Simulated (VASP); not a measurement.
# TiCo2 (Fd-3m) in VASP: single point with PBEsol

Aim: the single point of TiCo2 with PBEsol.

Everything below comes from runs of VASP 6.6.1. Logs are shortened: lines on timing, memory, paths and dates and some standing lists are left out, and cuts for length are marked.

### Step 1. The cell of the first run

The structure is cubic, space group Fd-3m (No. 227). The conventional cell has a = 6.681 Å, b = 6.681 Å, c = 6.681 Å, α = 90.00°, β = 90.00°, γ = 90.00°. Within 3.7 Å of Ti (site symmetry -43m) lie 12 Co at 2.77 Å and 4 Ti at 2.89 Å. Co (site symmetry -3m) has 6 Co at 2.36 Å and 6 Ti at 2.77 Å within 3.1 Å.

### Step 2. Single point, PBEsol (12.43 Å³/atom)

INCAR

```
ALGO = Fast
EDIFF = 1E-6
ENCUT = 520
GGA = PS
ISIF = 2
ISMEAR = 0
LASPH = T
LCHARG = F
LREAL = F
LWAVE = F
NBANDS = 39
NELM = 80
PREC = Accurate
SIGMA = 0.1
```

KPOINTS

```
k-points
0
Gamma
  10 10 10
```

POSCAR

```
TiCo2
1.0
    0.0000000000      3.3405762691      3.3405762691
    3.3405762691      0.0000000000      3.3405762691
    3.3405762691      3.3405762691      0.0000000000
Ti Co
2 4
Direct
    0.5000000000      0.5000000000      0.5000000000
    0.7500000000      0.7500000000      0.7500000000
    0.1250000000      0.1250000000      0.1250000000
    0.6250000000      0.1250000000      0.1250000000
    0.1250000000      0.1250000000      0.6250000000
    0.1250000000      0.6250000000      0.1250000000
```

Potentials or basis: VASP PAW PBE potentials, release 64 (Ti_sv, Co).

The run is started by

```sh
cat potpaw_PBE.64/Ti_sv/POTCAR potpaw_PBE.64/Co/POTCAR > POTCAR
mpirun -np 1 vasp_std > vasp.out
```

OUTCAR:

```text
EDIFF = 1E-6
   ENCUT = 520
   GGA = PS
   ISIF = 2
   ISMEAR = 0
   LASPH = T
   LREAL = F
   NELM = 80
   PREC = Accurate

 ion  position               nearest neighbor table
   1  0.500  0.500  0.500-   3 2.77   5 2.77   6 2.77   3 2.77   4 2.77   5 2.77   3 2.77   4 2.77
                             6 2.77   4 2.77   5 2.77   6 2.77   2 2.89   2 2.89   2 2.89   2 2.89
   2  0.750  0.750  0.750-   4 2.77   5 2.77   6 2.77   3 2.77   4 2.77   6 2.77   3 2.77   4 2.77
                             5 2.77   3 2.77   5 2.77   6 2.77   1 2.89   1 2.89   1 2.89   1 2.89
   3  0.125  0.125  0.125-   4 2.36   5 2.36   6 2.36   5 2.36   6 2.36   4 2.36   1 2.77   2 2.77
                             1 2.77   2 2.77   1 2.77   2 2.77
   4  0.625  0.125  0.125-   3 2.36   5 2.36   6 2.36   3 2.36   5 2.36   6 2.36   2 2.77   1 2.77
                             1 2.77   2 2.77   2 2.77   1 2.77
   5  0.125  0.125  0.625-   3 2.36   3 2.36   4 2.36   6 2.36   6 2.36   4 2.36   1 2.77   2 2.77
                             1 2.77   2 2.77   1 2.77   2 2.77
   6  0.125  0.625  0.125-   3 2.36   5 2.36   3 2.36   4 2.36   5 2.36   4 2.36   2 2.77   1 2.77
                             2 2.77   2 2.77   1 2.77   1 2.77

  LATTYP: Found a face centered cubic cell.
 ALAT       =     6.6811525382

  Lattice vectors:

 A1 = (   0.0000000000,   3.3405762691,   3.3405762691)
 A2 = (   3.3405762691,   0.0000000000,   3.3405762691)
 A3 = (   3.3405762691,   3.3405762691,   0.0000000000)

Analysis of symmetry for initial positions (statically):
=====================================================================
 Subroutine PRICEL returns:
 Original cell was already a primitive cell.

 Routine SETGRP: Setting up the symmetry group for a
 face centered cubic supercell.

 Subroutine GETGRP returns: Found 48 space group operations
 (whereof 24 operations were pure point group operations)
 out of a pool of 48 trial point group operations.

The static configuration has the point symmetry T_d .
 The point group associated with its full space group is O_h .

Analysis of symmetry for dynamics (positions and initial velocities):
=====================================================================
 Subroutine PRICEL returns:
 Original cell was already a primitive cell.

 Routine SETGRP: Setting up the symmetry group for a
 face centered cubic supercell.

 Subroutine GETGRP returns: Found 48 space group operations
 (whereof 24 operations were pure point group operations)
 out of a pool of 48 trial point group operations.

The dynamic configuration has the point symmetry T_d .
 The point group associated with its full space group is O_h .

 Subroutine INISYM returns: Found 48 space group operations
 (whereof 24 operations are pure point group operations),
 and found     1 'primitive' translations

----------------------------------------------------------------------------------------

                                     Primitive cell

  volume of cell :      74.5580

  direct lattice vectors                    reciprocal lattice vectors
     0.000000000  3.340576269  3.340576269    -0.149674775  0.149674775  0.149674775
     3.340576269  0.000000000  3.340576269     0.149674775 -0.149674775  0.149674775
     3.340576269  3.340576269  0.000000000     0.149674775  0.149674775 -0.149674775

  length of vectors
     4.724288266  4.724288266  4.724288266     0.259244314  0.259244314  0.259244314

  position of ions in fractional coordinates (direct lattice)
     0.500000000  0.500000000  0.500000000
     0.750000000  0.750000000  0.750000000
     0.125000000  0.125000000  0.125000000
     0.625000000  0.125000000  0.125000000
     0.125000000  0.125000000  0.625000000
     0.125000000  0.625000000  0.125000000

  ion indices of the primitive-cell ions
   primitive index   ion index
                 1           1
                 2           2
                 3           3
                 4           4
                 5           5
                 6           6

----------------------------------------------------------------------------------------

 KPOINTS: k-points

Automatic generation of k-mesh.
 Grid dimensions read from file:
 generate k-points for:   10   10   10

 Generating k-lattice:

  Cartesian coordinates                     Fractional coordinates (reciprocal lattice)
    -0.014967477  0.014967477  0.014967477     0.100000000  0.000000000  0.000000000
     0.014967477 -0.014967477  0.014967477     0.000000000  0.100000000  0.000000000
     0.014967477  0.014967477 -0.014967477     0.000000000  0.000000000  0.100000000

  Length of vectors
     0.025924431  0.025924431  0.025924431

  Shift w.r.t. Gamma in fractional coordinates (k-lattice)
     0.000000000  0.000000000  0.000000000

 Subroutine IBZKPT returns following result:
 ===========================================

 Found     47 irreducible k-points:

 Following reciprocal coordinates:
            Coordinates               Weight
  0.000000  0.000000  0.000000      1.000000
  0.100000  0.000000  0.000000      8.000000
  0.200000  0.000000  0.000000      8.000000
  0.300000  0.000000  0.000000      8.000000
  0.400000  0.000000  0.000000      8.000000
  0.500000  0.000000  0.000000      4.000000
[... 16 lines left out ...]
  0.300000  0.300000  0.000000      6.000000
  0.400000  0.300000  0.000000     24.000000
 [... further k-points ...]
   k-points           NKPTS =     47   k-points in BZ     NKDIM =     47   number of bands    NBANDS=     39
   number of dos      NEDOS =    301   number of ions     NIONS =      6
   total plane-waves  NPLWV =  46656
   dimension x,y,z NGX =    36 NGY =   36 NGZ =   36
   dimension x,y,z NGXF=    72 NGYF=   72 NGZF=   72
   ions per type =               2   4
   NGX,Y,Z   is equivalent  to a cutoff of  12.67, 12.67, 12.67 a.u.
   NGXF,Y,Z  is equivalent  to a cutoff of  25.34, 25.34, 25.34 a.u.
 SYSTEM =  unknown system
   PREC   = accura    normal or accurate (medium, high low for compatibility)
   ISTART =      0    job   : 0-new  1-cont  2-samecut
   ICHARG =      2    charge: 1-file 2-atom 10-const
   ISPIN  =      1    spin polarized calculation?
   LNONCOLLINEAR =      F non collinear calculations
   LSORBIT =      F    spin-orbit coupling
   LASPH  =      T    aspherical Exc in radial PAW
   ENCUT  =  520.0 eV  38.22 Ry    6.18 a.u.   8.78  8.78  8.78*2*pi/ulx,y,z
   NELM   =     80;   NELMIN=  2; NELMDL= -5     # of ELM steps
   EDIFF  = 0.1E-05   stopping-criterion for ELM
   LREAL  =      F    real-space projection
   EDIFFG = 0.1E-04   stopping-criterion for IOM
   NSW    =      0    number of steps for IOM
   IBRION =     -1    ionic relax: 0-MD 1-quasi-New 2-CG
   NFREE  =      0    steps in history (QN), initial steepest desc. (CG)
   ISIF   =      2    stress and relaxation
   ISYM   =      2    0-nonsym 1-usesym 2-fastsym
   POTIM  = 0.5000    time-step for ionic-motion
   TEBEG  =    0.0;   TEEND  =   0.0 temperature during run
   PSTRESS=    0.0 pullay stress
   NELECT =      60.0000    total number of electrons
   NUPDOWN=      -1.0000    fix difference up-down
   EMIN   =  10.00;   EMAX   =-10.00  energy-range for DOS
   EFERMI =   0.00;   METHOD = LEGACY
   ISMEAR =     0;   SIGMA  =   0.10  broadening in eV -4-tet -1-fermi 0-gaus
   EFERMI_NEDOS =   21; number of points for ismear=-14 and -15
   IALGO  =     68    algorithm
   IMIX   =      4    mixing-type and parameters
     AMIX     =   0.40;   BMIX     =  1.00
     AMIX_MAG =   1.60;   BMIX_MAG =  1.00
  volume/ion in A,a.u.               =      12.43        83.86
  Fermi-wavevector in a.u.,A,eV,Ry     =   1.522745  2.877571 31.548542  2.318752
  Thomas-Fermi vector in A             =   2.631283
   LORBIT       =      0    0 simple, 1 ext, 2 COOP (PROOUT), +10 PAW based schemes
   GGA     = PS    functional components
   LHFCALC =     F    Hartree Fock is set to
   AEXX    =    0.0000 exact exchange contribution
   IVDW    =     0    specifies the selected vdW correction
   LEPSILON=     F    determine dielectric tensor
   LRPA    =     F    only Hartree local field effects (RPA)
 non-spin polarized calculation
 RMM-DIIS sequential band-by-band and
 Gauss-broadening in eV      SIGMA  =   0.10
  energy-cutoff  :      520.00
  volume of cell :       74.56
 maximum number of plane-waves:      2044
   NGX = 17   NGY = 17   NGZ = 17

 number of electron      60.0000005 magnetization

 Free energy of the ion-electron system (eV)
  ---------------------------------------------------
  ext. energy  EPLUGINS =         0.00000000
  ---------------------------------------------------
  free energy    TOTEN  =       -49.56671733 eV

  energy without entropy =      -49.52145665  energy(sigma->0) =      -49.54408699

 E-fermi :   9.8041     XC(G=0): -12.9974

 val. band max:        9.7923267581   @ k =   0.5000   0.4000   0.0000
 cond. band min:       9.8065809025   @ k =   0.5000   0.3000   0.1000
 fundamental gap:      0.0142541443
 Fermi energy:         9.8041333930

 k-point     1 :       0.0000    0.0000    0.0000
  band No.  band energies     occupation
      1     -47.1477      2.00000
      2     -47.0613      2.00000
      3     -23.5384      2.00000
      4     -23.5384      2.00000
      5     -23.5384      2.00000
      6     -23.3473      2.00000
[... 31 lines left out ...]
     38      11.1542      0.00000
     39      12.3141      0.00000

 k-point     2 :       0.1000    0.0000    0.0000
  band No.  band energies     occupation
      1     -47.1461      2.00000
      2     -47.0628      2.00000
      3     -23.5405      2.00000
      4     -23.5405      2.00000
      5     -23.5378      2.00000
      6     -23.3485      2.00000
[... 913 lines left out ...]
     38      11.9306      0.00000
     39      12.6847      0.00000

 k-point    24 :       0.4000    0.3000    0.0000
  band No.  band energies     occupation
      1     -47.1235      2.00000
      2     -47.0853      2.00000
      3     -23.5732      2.00000
      4     -23.5712      2.00000
      5     -23.4875      2.00000
      6     -23.4020      2.00000
[... 31 lines left out ...]
     38      11.8493      0.00000
     39      12.1282      0.00000

 [... further k-points ...]

------------------------ aborting loop because EDIFF is reached ----------------------------------------

  FORCE on cell =-STRESS in cart. coord.  units (eV):
  Direction    XX          YY          ZZ          XY          YZ          ZX
  --------------------------------------------------------------------------------------
  -------------------------------------------------------------------------------------
  Total       -5.7080194     -5.7080194     -5.7080194      0.0000000     -0.0000000      0.0000000
  in kB     -122.6596875   -122.6596875   -122.6596875      0.0000000     -0.0000000      0.0000000
  external PRESSURE =    -122.6596875 kB  Pullay stress =       0.0000000 kB

 VOLUME and BASIS-vectors are now :
 -----------------------------------------------------------------------------
  energy-cutoff  :      520.00
  volume of cell :       74.56
      direct lattice vectors                 reciprocal lattice vectors
     0.000000000  3.340576269  3.340576269    -0.149674775  0.149674775  0.149674775
     3.340576269  0.000000000  3.340576269     0.149674775 -0.149674775  0.149674775
     3.340576269  3.340576269  0.000000000     0.149674775  0.149674775 -0.149674775

 POSITION                                       TOTAL-FORCE (eV/Angst)
 -----------------------------------------------------------------------------------
      3.34058      3.34058      3.34058        -0.000000     -0.000000     -0.000000
      5.01086      5.01086      5.01086         0.000000      0.000000      0.000000
      0.83514      0.83514      0.83514         0.000000     -0.000000     -0.000000
      0.83514      2.50543      2.50543         0.000000     -0.000000     -0.000000
      2.50543      2.50543      0.83514         0.000000     -0.000000     -0.000000
      2.50543      0.83514      2.50543         0.000000     -0.000000     -0.000000
 -----------------------------------------------------------------------------------
    total drift:                                0.000000      0.000000      0.000000

  FREE ENERGIE OF THE ION-ELECTRON SYSTEM (eV)
  ---------------------------------------------------
  free  energy   TOTEN  =       -49.5667173317 eV

  energy  without entropy=      -49.5214566494  energy(sigma->0) =      -49.54408699
```

Wall time 12 min (1 thread of Intel Xeon 8259CL, shared host); peak memory 0.28 GiB.

Results:

* Free energy: -49.5667 eV
* Pressure: -12.3 GPa
* Band gap on the k mesh: zero (bands 30 and 31 overlap by 0.76 eV)

Levels at points of the mesh, in eV from the Fermi level:
| k point | band 27 | band 28 | band 29 | band 30 | band 31 | band 32 | band 33 | band 34 |
| --- | --- | --- | --- | --- | --- | --- | --- | --- |
| (0.00, 0.00, 0.00) | -0.59 | -0.59 | -0.52 | -0.52 | -0.52 | 0.78 | 0.78 | 0.78 |
| (0.50, 0.00, 0.00) | -0.58 | -0.35 | -0.35 | 0.14 | 0.14 | 0.54 | 0.54 | 0.78 |
| (0.50, 0.50, 0.00) | -0.54 | -0.54 | -0.49 | -0.49 | -0.03 | -0.03 | 0.86 | 0.86 |

Caveat: the cell stands under tension; the PAW data sets were made with another functional, which shifts forces and pressure a little; the run has no spin polarisation, though such a crystal can be magnetic.
